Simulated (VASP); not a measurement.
Set up this calculation in VASP 6.6.1, as the native input.

```yaml
Task: single point
Functional: r2SCAN
Potentials_or_basis: VASP PAW PBE potentials, release 64 (Os_sv_GW)
Cutoff: 620 eV
k_mesh: 14 × 14 × 8
Occupations: fermi-dirac, width 0.1 eV
Spin: no spin polarisation
Dipole_correction: no
Further_INCAR_settings: ALGO = Normal; EDIFF = 1e-06; NBANDS = 23
```

Crystal: Os.

```
CELL_PARAMETERS angstrom
2.73901 0.00000 0.00000
-1.36951 2.37205 0.00000
0.00000 0.00000 4.31624
ATOMIC_POSITIONS crystal
Os 0.33333 0.66667 0.25000
Os 0.66667 0.33333 0.75000
```

These files were run (other wordings do the same):

POSCAR

```
Os
1.0
    2.7390104706      0.0000000000      0.0000000000
   -1.3695052353      2.3720526488      0.0000000000
    0.0000000000      0.0000000000      4.3162372531
Os
2
Direct
    0.3333333333      0.6666666667      0.2500000000
    0.6666666667      0.3333333333      0.7500000000
```

INCAR.step1

```
SYSTEM = Os
PREC = Accurate
ENCUT = 620
ISMEAR = -1
SIGMA = 0.1
LREAL = .FALSE.
LASPH = .TRUE.
NELM = 120
NBANDS = 23
GGA = PE
ALGO = Normal
EDIFF = 1E-5
LWAVE = .TRUE.
LCHARG = .FALSE.
GGA_COMPAT = .FALSE.
```

INCAR.step2

```
SYSTEM = Os
PREC = Accurate
ENCUT = 620
EDIFF = 1E-6
ISMEAR = -1
SIGMA = 0.1
LREAL = .FALSE.
LASPH = .TRUE.
NELM = 120
ALGO = Normal
ISIF = 2
LWAVE = .FALSE.
LCHARG = .FALSE.
METAGGA = R2SCAN
LMIXTAU = .TRUE.
NBANDS = 23
ISTART = 1
GGA_COMPAT = .FALSE.
```

KPOINTS

```
Automatic mesh
0
G
  14 14 8
  0 0 0
```

Potentials or basis: VASP PAW PBE potentials, release 64 (Os_sv_GW).

Launch:

```console
$ cat potpaw_PBE.64/Os_sv_GW/POTCAR > POTCAR
$ cp INCAR.step1 INCAR
$ mpirun -np 1 vasp_std > vasp.out
$ cp INCAR.step2 INCAR
$ mpirun -np 1 vasp_std > vasp.out
```

Results of the run:

```
Pressure               : -0.8 GPa
Band gap on the k mesh : zero (bands 16 and 17 overlap by 3.91 eV)
```

Caveat: the PAW data sets were made with another functional, which shifts forces and pressure a little; spin-orbit coupling is left out, which moves the levels of the heavy elements.

Run time: 2.1 min on 1 thread of Intel(R) Xeon(R) 6975P-C (Granite Rapids) (shared host), peak memory 0.23 GiB.
